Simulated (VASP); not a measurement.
Here is a VASP 6.6.1 calculation.

Contents of INCAR:

```
PREC     = Accurate       # precision mode
ENCUT    = 520            # plane-wave cutoff, eV
EDIFF    = 1E-6           # SCF threshold, eV
ISMEAR   = 0              # smearing method
SIGMA    = 0.1            # smearing width, eV
LREAL    = F              # projectors in reciprocal space
LASPH    = T              # aspherical terms in the spheres
NELM     = 100            # most SCF steps
ALGO     = Normal         # electronic algorithm
ISIF     = 2              # what is computed and relaxed
LWAVE    = F              # write WAVECAR
LCHARG   = T              # write CHGCAR
LDIPOL   = T            
IDIPOL   = 3            
DIPOL    = 0.5 0.5 0.500
GGA      = PS             # functional
LELF     = T              # ELF
LVHAR    = T            
LVACPOTAV= T            
NBANDS   = 42             # bands
```

File KPOINTS:

```
regular mesh
0
Gamma
  15 15 1
```

The input POSCAR:

```
Cu
1.0
    2.5196845177      0.0000000000      0.0000000000
   -1.2598422588      2.1821108018      0.0000000000
    0.0000000000      0.0000000000     25.2865689685
Cu
6
Direct
    0.6666666667      0.3333333333      0.2971814488
    0.3333333333      0.6666666667      0.3778877440
    0.0000000000      0.0000000000      0.4591308025
    0.6666666667      0.3333333333      0.5408691890
    0.3333333333      0.6666666667      0.6221122538
    0.0000000000      0.0000000000      0.7028185619
```

Potentials or basis: VASP PAW PBE potentials, release 64 (Cu).

Command:

```bash
$ cat potpaw_PBE.64/Cu/POTCAR > POTCAR
$ mpirun -np 1 vasp_std > vasp.out
```

Task: Estimate the largest force.

Result: 0.026 eV/Å.

Task: Estimate the band gap on the k mesh.

Result: Zero (band 33 reaches 4.83 eV, above the bottom of band 34 at -0.25 eV).

Forces in eV/Å, atoms in the order of the input:
```
Cu   0.000  0.000 -0.026
Cu   0.000  0.000 -0.002
Cu   0.000  0.000 -0.002
Cu   0.000  0.000  0.002
Cu   0.000  0.000  0.002
Cu   0.000  0.000  0.026
```

Caveat: the PAW data sets were made with another functional, which shifts forces and pressure a little.
